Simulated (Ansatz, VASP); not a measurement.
In5GaP6: VASP beside Ansatz

The input INCAR:

```
  PREC = Accurate
  ENCUT = 600
  EDIFF = 1E-7
  ISMEAR = 0
  SIGMA = 0.1
  LREAL = False
  LASPH = True
  NELM = 100
  ALGO = Normal
  ISIF = 3
  LWAVE = False
  LCHARG = False
  GGA = PE
  IBRION = 2
  NSW = 90
  EDIFFG = -0.04
```

File KPOINTS:

```
regular mesh
0
Gamma
  4 4 1
```

The input POSCAR:

```
In5GaP6
1.0
    3.9740944100      0.0000000000      0.0000000000
    0.0000000000      3.9740944100      0.0000000000
    0.0000000000      0.0000000000     16.8606546400
In Ga P
5 1 6
Direct
    0.0000000000      0.0000000000      0.6666666700
    0.5000000000      0.5000000000      0.8333333300
    0.5000000000      0.5000000000      0.1666666700
    0.0000000000      0.0000000000      0.3333333300
    0.5000000000      0.5000000000      0.5000000000
    0.0000000000      0.0000000000      0.0000000000
    0.0000000000      0.0000000000      0.8333333300
    0.5000000000      0.5000000000      0.0000000000
    0.0000000000      0.0000000000      0.1666666700
    0.5000000000      0.5000000000      0.3333333300
    0.0000000000      0.0000000000      0.5000000000
    0.5000000000      0.5000000000      0.6666666700
```

Input for Ansatz:

```yaml
crystal:
  lattice:
    - [3.97409441, 0.0, 0.0]
    - [0.0, 3.97409441, 0.0]
    - [0.0, 0.0, 16.86065464]
  atoms:
    - { symbol: In, position: [0.0, 0.0, 0.66666667] }
    - { symbol: In, position: [0.5, 0.5, 0.83333333] }
    - { symbol: In, position: [0.5, 0.5, 0.16666667] }
    - { symbol: In, position: [0.0, 0.0, 0.33333333] }
    - { symbol: In, position: [0.5, 0.5, 0.5] }
    - { symbol: Ga, position: [0.0, 0.0, 0.0] }
    - { symbol: P, position: [0.0, 0.0, 0.83333333] }
    - { symbol: P, position: [0.5, 0.5, 0.0] }
    - { symbol: P, position: [0.0, 0.0, 0.16666667] }
    - { symbol: P, position: [0.5, 0.5, 0.33333333] }
    - { symbol: P, position: [0.0, 0.0, 0.5] }
    - { symbol: P, position: [0.5, 0.5, 0.66666667] }
basis:
  ecutwfc: 420
kpoints:
  mp_grid: { grid: [4, 4, 1] }
hamiltonian:
  xc: pbe
scf:
  occupations: { method: gaussian, width: 0.1 }
  lower_state_search: "off"
output:
  forces: true
  stress: true
  eigenvalues: true
relax:
  adjacent_minimum: "off"
  f_tol: 0.04
  max_steps: 70
  cell: { stress_tol: 0.4 }
```

Alike in both runs: task relaxation of cell and atoms; functional PBE; k mesh 4 × 4 × 1; occupations gaussian, width 0.1 eV; no spin polarisation.

```csv
,VASP,Ansatz
version,VASP 6.6.1,Ansatz 0.2.0
potentials or method,"VASP PAW PBE potentials, release 64 (In_d, Ga_d, P), cutoff 600 eV","scalar-relativistic, plane waves, PAW"
valence electrons in the cell,108,108
```

```tsv
	VASP	Ansatz	Ansatz less VASP
gap on the k mesh at the Fermi level, each at its own relaxed structure (eV)	none	none	-
relaxed volume (Å³/atom)	20.66	20.68	+0.020
relaxed cell length with the largest relative difference (Å)	3.915	3.918	+0.0022
```

A gap of «none» marks a metal or a gap that the smearing closes.

The k mesh is coarse, so the values compare programs but aren't converged.
